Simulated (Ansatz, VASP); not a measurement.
# AlNi: VASP and Ansatz over several settings

```xyz
2
Lattice="2.2852 -1.3853 0.0000 2.2852 1.3853 0.0000 -1.3473 0.0000 3.8548" Properties=species:S:1:pos:R:3 pbc="T T T"
Ni    1.6116    0.0000    1.9274
Al    0.0000    0.0000    0.0000
```

Single points on this cell with VASP 6.6.1 and Ansatz 0.2.0. Each row is one pair of runs. Alike in all rows: spin: collinear, typed start; k mesh: 11 × 11 × 7; smearing: fermi-dirac, width 0.05 eV; Ansatz's potentials, cutoff: Ansatz PAW, 420 eV.

```tsv
level	VASP's potentials, cutoff	gap on the k mesh at the Fermi level (eV), VASP	gap on the k mesh at the Fermi level (eV), Ansatz	pressure (GPa), VASP	pressure (GPa), Ansatz	net moment per atom (μB), VASP	net moment per atom (μB), Ansatz
PBE	VASP PAW PBE potentials, release 64 (Ni, Al), 520 eV	none	none	5.4	5.1	0.00	0.00
LDA	VASP PAW LDA potentials, release 64 (Ni, Al), 520 eV	none	none	-4.6	-5.1	0.00	0.00
PBEsol	VASP PAW PBE potentials, release 64 (Ni, Al), 520 eV	none	none	0.3	-0.1	0.00	0.00
```

Pressure (GPa): the two programs differ by at most 0.55; net moment per atom (μB): the two programs differ by at most 0.

VASP's potentials hold 13 valence electrons a cell and Ansatz's 21, so a difference there can come from the potentials and not from the codes.

A gap of «none» marks a metal or a gap that the smearing closes.
